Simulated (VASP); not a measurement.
# Mg (P6_3/mmc) in VASP: further runs

Runs on Mg. Level: PBEsol. Tasks: relaxation of cell and atoms.

Program: VASP 6.6.1. These are calculated values, not measurements. Logs are shortened: lines on timing, memory, paths and dates and some standing lists are left out, and cuts for length are marked.

## Step 1: The cell of the first run

Symmetry: P6_3/mmc, No. 194, hexagonal system. The conventional cell has a = 3.178 Å, b = 3.178 Å, c = 5.149 Å, α = 90.00°, β = 90.00°, γ = 120.00°. Within 4.2 Å of Mg (site symmetry -6m2) lie 12 Mg at 3.16 to 3.18 Å.

## Step 2: Relaxation of cell and atoms, PBEsol, target pressure 7 GPa, at which the enthalpy is minimised

Contents of INCAR:

```
SYSTEM = Mg
PREC = Accurate
ENCUT = 600
EDIFF = 1E-6
ISMEAR = -1
SIGMA = 0.08
LREAL = .FALSE.
LASPH = .TRUE.
NELM = 60
ALGO = Normal
ISIF = 3
LWAVE = .FALSE.
LCHARG = .FALSE.
GGA = PS
IBRION = 2
NSW = 100
EDIFFG = -0.002
PSTRESS = 70.0
```

Contents of KPOINTS:

```
Automatic mesh
0
G
  18 18 10
  0 0 0
```

Contents of POSCAR:

```
Mg
1.0
    3.1780611269      0.0000000000      0.0000000000
   -1.5890305634      2.7522816706      0.0000000000
    0.0000000000      0.0000000000      5.1488065251
Mg
2
Direct
    0.3333333333      0.6666666667      0.2500000000
    0.6666666667      0.3333333333      0.7500000000
```

Potentials or basis: VASP PAW PBE potentials, release 64 (Mg).

The run is started by

```console
> cat potpaw_PBE.64/Mg/POTCAR > POTCAR
> mpirun -np 1 vasp_std > vasp.out
```

OUTCAR:

```text
SYSTEM = Mg
   PREC = Accurate
   ENCUT = 600
   EDIFF = 1E-6
   ISMEAR = -1
   LREAL = .FALSE.
   LASPH = .TRUE.
   NELM = 60
   ISIF = 3
   GGA = PS
   IBRION = 2
   NSW = 100
   EDIFFG = -0.002
   PSTRESS = 70.0

 ion  position               nearest neighbor table
   1  0.333  0.667  0.250-   2 3.16   2 3.16   2 3.16   2 3.16   2 3.16   2 3.16
   2  0.667  0.333  0.750-   1 3.16   1 3.16   1 3.16   1 3.16   1 3.16   1 3.16

  LATTYP: Found a hexagonal cell.
 ALAT       =     3.1780611269
 C/A-ratio  =     1.6201093432

  Lattice vectors:

 A1 = (   3.1780611269,   0.0000000000,   0.0000000000)
 A2 = (  -1.5890305634,   2.7522816706,   0.0000000000)
 A3 = (   0.0000000000,   0.0000000000,   5.1488065251)

Analysis of symmetry for initial positions (statically):
=====================================================================
 Subroutine PRICEL returns:
 Original cell was already a primitive cell.

 Routine SETGRP: Setting up the symmetry group for a
 hexagonal supercell.

 Subroutine GETGRP returns: Found 24 space group operations
 (whereof 12 operations were pure point group operations)
 out of a pool of 24 trial point group operations.

The static configuration has the point symmetry D_3d.
 The point group associated with its full space group is D_6h.

Analysis of symmetry for dynamics (positions and initial velocities):
=====================================================================
 Subroutine PRICEL returns:
 Original cell was already a primitive cell.

 Routine SETGRP: Setting up the symmetry group for a
 hexagonal supercell.

 Subroutine GETGRP returns: Found 24 space group operations
 (whereof 12 operations were pure point group operations)
 out of a pool of 24 trial point group operations.

The dynamic configuration has the point symmetry D_3d.
 The point group associated with its full space group is D_6h.

 Subroutine INISYM returns: Found 24 space group operations
 (whereof 12 operations are pure point group operations),
 and found     1 'primitive' translations

----------------------------------------------------------------------------------------

                                     Primitive cell

  volume of cell :      45.0362

  direct lattice vectors                    reciprocal lattice vectors
     3.178061127  0.000000000  0.000000000     0.314657258  0.181667453  0.000000000
    -1.589030563  2.752281671  0.000000000     0.000000000  0.363334905  0.000000000
     0.000000000  0.000000000  5.148806525     0.000000000  0.000000000  0.194219766

  length of vectors
     3.178061127  3.178061127  5.148806525     0.363334905  0.363334905  0.194219766

  position of ions in fractional coordinates (direct lattice)
     0.333333333  0.666666667  0.250000000
     0.666666667  0.333333333  0.750000000

  ion indices of the primitive-cell ions
   primitive index   ion index
                 1           1
                 2           2

----------------------------------------------------------------------------------------

 KPOINTS: Automatic mesh

Automatic generation of k-mesh.
 Grid dimensions read from file:
 generate k-points for:   18   18   10

 Generating k-lattice:

  Cartesian coordinates                     Fractional coordinates (reciprocal lattice)
     0.017480959  0.010092636  0.000000000     0.055555556  0.000000000  0.000000000
     0.000000000  0.020185273  0.000000000     0.000000000  0.055555556  0.000000000
     0.000000000  0.000000000  0.019421977     0.000000000  0.000000000  0.100000000

  Length of vectors
     0.020185273  0.020185273  0.019421977

  Shift w.r.t. Gamma in fractional coordinates (k-lattice)
     0.000000000  0.000000000  0.000000000

 Subroutine IBZKPT returns following result:
 ===========================================

 Found    222 irreducible k-points:

 Following reciprocal coordinates:
            Coordinates               Weight
  0.000000  0.000000  0.000000      1.000000
  0.055556  0.000000  0.000000      6.000000
  0.111111  0.000000  0.000000      6.000000
  0.166667  0.000000  0.000000      6.000000
  0.222222  0.000000  0.000000      6.000000
  0.277778  0.000000  0.000000      6.000000
[... 16 lines left out ...]
  0.333333  0.111111  0.000000     12.000000
  0.388889  0.111111  0.000000     12.000000
 [... further k-points ...]
   k-points           NKPTS =    222   k-points in BZ     NKDIM =    222   number of bands    NBANDS=      6
   number of dos      NEDOS =    301   number of ions     NIONS =      2
   total plane-waves  NPLWV =  32928
   dimension x,y,z NGX =    28 NGY =   28 NGZ =   42
   dimension x,y,z NGXF=    56 NGYF=   56 NGZF=   84
   ions per type =               2
   NGX,Y,Z   is equivalent  to a cutoff of  14.65, 14.65, 13.56 a.u.
   NGXF,Y,Z  is equivalent  to a cutoff of  29.29, 29.29, 27.12 a.u.
 SYSTEM =  Mg
   PREC   = accura    normal or accurate (medium, high low for compatibility)
   ISTART =      0    job   : 0-new  1-cont  2-samecut
   ICHARG =      2    charge: 1-file 2-atom 10-const
   ISPIN  =      1    spin polarized calculation?
   LNONCOLLINEAR =      F non collinear calculations
   LSORBIT =      F    spin-orbit coupling
   LASPH  =      T    aspherical Exc in radial PAW
   ENCUT  =  600.0 eV  44.10 Ry    6.64 a.u.   6.35  6.35 10.28*2*pi/ulx,y,z
   NELM   =     60;   NELMIN=  2; NELMDL= -5     # of ELM steps
   EDIFF  = 0.1E-05   stopping-criterion for ELM
   LREAL  =      F    real-space projection
   EDIFFG = -.2E-02   stopping-criterion for IOM
   NSW    =    100    number of steps for IOM
   IBRION =      2    ionic relax: 0-MD 1-quasi-New 2-CG
   NFREE  =      1    steps in history (QN), initial steepest desc. (CG)
   ISIF   =      3    stress and relaxation
   ISYM   =      2    0-nonsym 1-usesym 2-fastsym
   POTIM  = 0.5000    time-step for ionic-motion
   TEBEG  =    0.0;   TEEND  =   0.0 temperature during run
   PSTRESS=   70.0 pullay stress
   NELECT =       4.0000    total number of electrons
   NUPDOWN=      -1.0000    fix difference up-down
   EMIN   =  10.00;   EMAX   =-10.00  energy-range for DOS
   EFERMI =   0.00;   METHOD = LEGACY
   ISMEAR =    -1;   SIGMA  =   0.08  broadening in eV -4-tet -1-fermi 0-gaus
   EFERMI_NEDOS =   21; number of points for ismear=-14 and -15
   IALGO  =     38    algorithm
   IMIX   =      4    mixing-type and parameters
     AMIX     =   0.40;   BMIX     =  1.00
     AMIX_MAG =   1.60;   BMIX_MAG =  1.00
  volume/ion in A,a.u.               =      22.52       151.96
  Fermi-wavevector in a.u.,A,eV,Ry     =   0.730423  1.380299  7.258944  0.533517
  Thomas-Fermi vector in A             =   1.822389
   LORBIT       =      0    0 simple, 1 ext, 2 COOP (PROOUT), +10 PAW based schemes
   GGA     = PS    functional components
   LHFCALC =     F    Hartree Fock is set to
   AEXX    =    0.0000 exact exchange contribution
   IVDW    =     0    specifies the selected vdW correction
   LEPSILON=     F    determine dielectric tensor
   LRPA    =     F    only Hartree local field effects (RPA)
 conjugate gradient relaxation of ions
 non-spin polarized calculation
  energy-cutoff  :      600.00
  volume of cell :       45.04
 maximum number of plane-waves:      1526
 NGX is ok and might be reduce to    28
   NGX = 13   NGY = 13   NGZ = 21

--------------------------------------- Ionic step        1  -------------------------------------------

 number of electron       4.0000000 magnetization

 Free energy of the ion-electron system (eV)
  ---------------------------------------------------
  ext. energy  EPLUGINS =         0.00000000
  ---------------------------------------------------
  free energy    TOTEN  =        -3.45642860 eV

  energy without entropy =       -3.43887070  energy(sigma->0) =       -3.44764965

------------------------ aborting loop because EDIFF is reached ----------------------------------------

  FORCE on cell =-STRESS in cart. coord.  units (eV):
  Direction    XX          YY          ZZ          XY          YZ          ZX
  --------------------------------------------------------------------------------------
  -------------------------------------------------------------------------------------
  Total       -0.0078460     -0.0078460     -0.0164157     -0.0000000      0.0000000      0.0000000
  in kB       -0.2791245     -0.2791245     -0.5839929     -0.0000000      0.0000000      0.0000000
  external PRESSURE =     -70.3807473 kB  Pullay stress =      70.0000000 kB
[... 289 lines left out ...]
  enthalpy is  TOTEN    =        -1.6333558107 eV   P V=        1.7093708723

--------------------------------------- Ionic step        9  -------------------------------------------

 number of electron       4.0000000 magnetization

 Free energy of the ion-electron system (eV)
  ---------------------------------------------------
  ext. energy  EPLUGINS =         0.00000000
  ---------------------------------------------------
  free energy    TOTEN  =        -3.34204399 eV

  energy without entropy =       -3.32697663  energy(sigma->0) =       -3.33451031

 E-fermi :   3.4763     XC(G=0):  -9.0526

 val. band max:        3.4632226983   @ k =   0.1667   0.1111   0.0000
 cond. band min:       3.4938155715   @ k =   0.5000   0.0000   0.4000
 fundamental gap:      0.0305928733
 Fermi energy:         3.4763145297

 k-point     1 :       0.0000    0.0000    0.0000
  band No.  band energies     occupation
      1      -4.1689      2.00000
      2       1.5536      2.00000
      3       2.2893      2.00000
      4      15.3121      0.00000
      5      15.3121      0.00000
      6      15.7631      0.00000

 k-point     2 :       0.0556    0.0000    0.0000
  band No.  band energies     occupation
      1      -4.1014      2.00000
      2       1.6139      2.00000
      3       2.3539      2.00000
      4      13.8784      0.00000
      5      14.6075      0.00000
      6      15.4245      0.00000
[... 190 lines left out ...]
 k-point    24 :       0.3889    0.1111    0.0000
  band No.  band energies     occupation
      1       0.2280      2.00000
      2       2.4678      1.99999
      3       5.6209      0.00000
      4       6.4676      0.00000
      5       7.8320      0.00000
      6       7.8550      0.00000

 [... further k-points ...]
[... 5 lines left out ...]
  --------------------------------------------------------------------------------------
  -------------------------------------------------------------------------------------
  Total        1.7078347      1.7078347      1.7115767      0.0000000      0.0000000      0.0000000
  in kB       69.9650913     69.9650913     70.1183906      0.0000000      0.0000000      0.0000000
  external PRESSURE =       0.0161911 kB  Pullay stress =      70.0000000 kB
[... 17 lines left out ...]
  FREE ENERGIE OF THE ION-ELECTRON SYSTEM (eV)
  ---------------------------------------------------
  free  energy   TOTEN  =        -3.3420439853 eV

  energy  without entropy=       -3.3269766266  energy(sigma->0) =       -3.33451031

  enthalpy is  TOTEN    =        -1.6333572141 eV   P V=        1.7086867711

 reached required accuracy - stopping structural energy minimisation
```

Wall time 3.6 min (1 thread of Intel Xeon Platinum 8259CL at 2.50GHz (Skylake/Cascade Lake), shared host); peak memory 0.24 GiB.

Results:

```yaml
Free_energy: -3.3420 eV
Relaxed_volume: 19.55 Å³/atom
Relaxed_cell: a = 3.034 Å, b = 3.034 Å, c = 4.905 Å, α = 90.00°, β = 90.00°, γ = 120.00°
Space_group_after_relaxing_to_0.1_Å: P6_3/mmc (No. 194)
Energy_change_on_relaxing_the_run_minimises_the_enthalpy: +57.2 meV/atom
Ionic_steps: 9
Pressure_after_relaxing: 7.0 GPa
Band_gap_on_the_k_mesh: zero (bands 2 and 3 overlap by 2.17 eV)
```

Step by step:
```tsv
step	energy change (eV)	largest force (eV/Å)	pressure (GPa)	volume (Å³)
1	0.0000	0.0000	-0.04	45.04
2	0.1241	0.0000	7.36	38.89
3	0.1147	0.0000	7.01	39.10
4	0.1098	0.0000	6.83	39.22
5	0.1099	0.0000	6.83	39.21
6	0.1101	0.0000	6.84	39.21
7	0.1110	0.0000	6.87	39.19
8	0.1137	0.0000	6.98	39.12
9	0.1144	0.0000	7.00	39.11
```

Final structure:
```
CELL_PARAMETERS angstrom
3.03420 0.00000 0.00000
-1.51710 2.62769 0.00000
0.00000 0.00000 4.90521
ATOMIC_POSITIONS crystal
Mg 0.33333 0.66667 0.25000
Mg 0.66667 0.33333 0.75000
```

Caveat: the cell is relaxed towards a set pressure, so the run minimises the enthalpy, not the energy; the PAW data sets were made with another functional, which shifts forces and pressure a little.

## Step 3: Relaxation of cell and atoms, PBEsol, target pressure 10 GPa, at which the enthalpy is minimised

Contents of INCAR:

```
ALGO = Normal ; EDIFF = 1E-7
EDIFFG = -0.002 ; ENCUT = 600
GGA = PS ; IBRION = 2
ISIF = 3 ; ISMEAR = -1
LASPH = T ; LCHARG = F
LREAL = F ; LWAVE = F
NELM = 100 ; NSW = 100
PREC = Accurate ; PSTRESS = 100.0
SIGMA = 0.08
```

Contents of KPOINTS:

```
k-points
0
Gamma
  18 18 10
```

POSCAR is that of step 2.

Potentials or basis: VASP PAW PBE potentials, release 64 (Mg).

The run is started by

```console
> cat potpaw_PBE.64/Mg/POTCAR > POTCAR
> mpirun -np 1 vasp_std > vasp.out
```

It took 3.8 min on 1 thread of Intel Xeon Platinum 8259CL at 2.50GHz (Skylake/Cascade Lake), shared host; peak memory 0.25 GiB.

It converged, with:

- Free energy: -3.2541 eV
- Relaxed volume: 18.72 Å³/atom
- Relaxed cell: a = 2.991 Å, b = 2.991 Å, c = 4.834 Å, α = 90.00°, β = 90.00°, γ = 120.00°
- Space group after relaxing (to 0.1 Å): P6_3/mmc (No. 194)
- Energy change on relaxing (the run minimises the enthalpy): +101.2 meV/atom
- Ionic steps: 9
- Pressure after relaxing: 10.0 GPa
- Band gap on the k mesh: zero (bands 2 and 3 overlap by 2.17 eV)

The path:
```tsv
step	energy change (eV)	largest force (eV/Å)	pressure (GPa)	volume (Å³)
1	0.0000	0.0000	-0.04	45.04
2	0.2704	0.0000	12.08	36.45
3	0.2040	0.0000	10.06	37.42
4	0.1952	0.0000	9.77	37.56
5	0.1953	0.0000	9.78	37.56
6	0.1956	0.0000	9.79	37.55
7	0.1971	0.0000	9.83	37.53
8	0.2016	0.0000	9.98	37.45
9	0.2024	0.0000	10.00	37.44
```

Final structure:
```cif
data_structure
_symmetry_space_group_name_H-M 'P 1'
_symmetry_Int_Tables_number 1
_cell_length_a 2.9906
_cell_length_b 2.9906
_cell_length_c 4.8338
_cell_angle_alpha 90.000
_cell_angle_beta 90.000
_cell_angle_gamma 120.000
_cell_volume 37.44
loop_
_atom_site_label
_atom_site_type_symbol
_atom_site_fract_x
_atom_site_fract_y
_atom_site_fract_z
_atom_site_occupancy
Mg1 Mg 0.33333 0.66667 0.25000 1
Mg2 Mg 0.66667 0.33333 0.75000 1
```

Levels at points of the mesh, in eV from the Fermi level:
```
           k point  band 1  band 2  band 3  band 4  band 5  band 6
(0.00, 0.00, 0.00)   -7.85   -1.99   -1.18   12.10   12.10   12.65
(0.50, 0.00, 0.00)   -2.52   -2.33    3.00    3.10    3.94    4.21
(0.00, 0.00, 0.50)   -6.25   -6.25    5.75    5.75   12.87   12.87
(0.50, 0.00, 0.50)   -1.33   -1.33   -0.39   -0.39    8.73    8.73
```

Caveat: the cell is relaxed towards a set pressure, so the run minimises the enthalpy, not the energy; the volume moved by over 15 % at a fixed basis, so the end points are rough; the PAW data sets were made with another functional, which shifts forces and pressure a little.

## Step 4: Relaxation of cell and atoms, PBEsol, target pressure 15 GPa, at which the enthalpy is minimised

Contents of INCAR:

```
ALGO = Normal
EDIFF = 1E-6
EDIFFG = -0.002
ENCUT = 600
GGA = PS
IBRION = 2
ISIF = 3
ISMEAR = -1
LASPH = T
LCHARG = F
LREAL = F
LWAVE = F
NELM = 60
NSW = 100
PREC = Accurate
PSTRESS = 150.0
SIGMA = 0.08
```

KPOINTS is that of step 3.

POSCAR is that of step 3.

The run is started by

```console
> cat potpaw_PBE.64/Mg/POTCAR > POTCAR
> mpirun -np 1 vasp_std > vasp.out
```

It took 4.5 min on 1 thread of Intel Xeon Platinum 8259CL at 2.50GHz (Skylake/Cascade Lake), shared host; peak memory 0.24 GiB.

Results (log left out):

* Free energy: -3.0833 eV
* Relaxed volume: 17.62 Å³/atom
* Relaxed cell: a = 2.931 Å, b = 2.931 Å, c = 4.736 Å, α = 90.00°, β = 90.00°, γ = 120.00°
* Space group after relaxing (to 0.1 Å): P6_3/mmc (No. 194)
* Energy change on relaxing (the run minimises the enthalpy): +186.5 meV/atom
* Ionic steps: 12
* Pressure after relaxing: 15.0 GPa
* Band gap on the k mesh: zero (bands 2 and 3 overlap by 2.16 eV)

The path:
```tsv
step	energy change (eV)	largest force (eV/Å)	pressure (GPa)	volume (Å³)
1	0.0000	0.0000	-0.04	45.04
2	0.6792	0.0000	22.93	32.62
3	0.3759	0.0000	15.07	35.20
4	0.3591	0.0000	14.61	35.38
5	0.3595	0.0000	14.62	35.38
6	0.3601	0.0000	14.64	35.37
7	0.3622	0.0000	14.70	35.35
8	0.3688	0.0000	14.88	35.28
9	0.3822	0.0000	15.24	35.14
10	0.3734	0.0000	15.00	35.23
11	0.3731	0.0000	15.00	35.23
12	0.3731	0.0000	15.00	35.23
```

Final structure:
```xyz
2
Lattice="2.9311 0.0000 0.0000 -1.4655 2.5384 0.0000 0.0000 0.0000 4.7355" Properties=species:S:1:pos:R:3 pbc="T T T"
Mg    0.0000    1.6922    1.1839
Mg    1.4655    0.8461    3.5516
```

Levels at points of the mesh, in eV from the Fermi level:
```csv
k point,band 1,band 2,band 3,band 4,band 5,band 6
"(0.00, 0.00, 0.00)",-8.15,-2.09,-1.18,12.48,12.48,13.17
"(0.50, 0.00, 0.00)",-2.64,-2.39,3.11,3.11,4.16,4.34
"(0.00, 0.00, 0.50)",-6.48,-6.48,5.96,5.96,13.25,13.25
"(0.50, 0.00, 0.50)",-1.40,-1.40,-0.38,-0.38,8.94,8.94
```

Caveat: the cell is relaxed towards a set pressure, so the run minimises the enthalpy, not the energy; the volume moved by over 15 % at a fixed basis, so the end points are rough; the PAW data sets were made with another functional, which shifts forces and pressure a little.

(Part 1 of 2 ends here.)

The gap in the log of VASP goes by the Fermi energy; the results here count the filled bands.